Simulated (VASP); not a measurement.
Wanted: the native input for a VASP 6.6.1 run.

```yaml
Task: single point
Functional: PBEsol
Potentials_or_basis: VASP PAW PBE potentials, release 64 (Hf_pv, O)
Cutoff: 520 eV
k_mesh: 7 × 7 × 7
Occupations: fermi-dirac, width 0.02 eV
Spin: no spin polarisation
Dipole_correction: no
Further_INCAR_settings: ALGO = Normal; EDIFF = 1e-06; NBANDS = 18
```

The structure of HfO2 lies in POSCAR:

```
HfO2
1.0
    0.0000000000      2.5217859612      2.5217859612
    2.5217859612      0.0000000000      2.5217859612
    2.5217859612      2.5217859612      0.0000000000
Hf O
1 2
Direct
    0.0000000000      0.0000000000      0.0000000000
    0.2500000000      0.2500000000      0.2500000000
    0.7500000000      0.7500000000      0.7500000000
```

One way to write it, as run:

INCAR

```
PREC = Accurate ; ENCUT = 520
EDIFF = 1E-6 ; ISMEAR = -1
SIGMA = 0.02 ; LREAL = False
LASPH = True ; NELM = 60
ALGO = Normal ; ISIF = 2
LWAVE = False ; LCHARG = False
GGA = PS ; NBANDS = 18
```

KPOINTS

```
regular mesh
0
Gamma
  7 7 7
```

Potentials or basis: VASP PAW PBE potentials, release 64 (Hf_pv, O).

Command:

```bash
$ cat potpaw_PBE.64/Hf_pv/POTCAR potpaw_PBE.64/O/POTCAR > POTCAR
$ mpirun -np 1 vasp_std > vasp.out
```

It gave:

```
Pressure               : -3.7 GPa
Band gap on the k mesh : 3.91 eV, indirect (least direct gap 4.09 eV)
```

Caveat: the PAW data sets were made with another functional, which shifts forces and pressure a little; spin-orbit coupling is left out, which moves the levels of the heavy elements.

Run time: 20 s on 1 thread of Intel Xeon 8259CL, with other jobs on the host, peak memory 0.16 GiB.
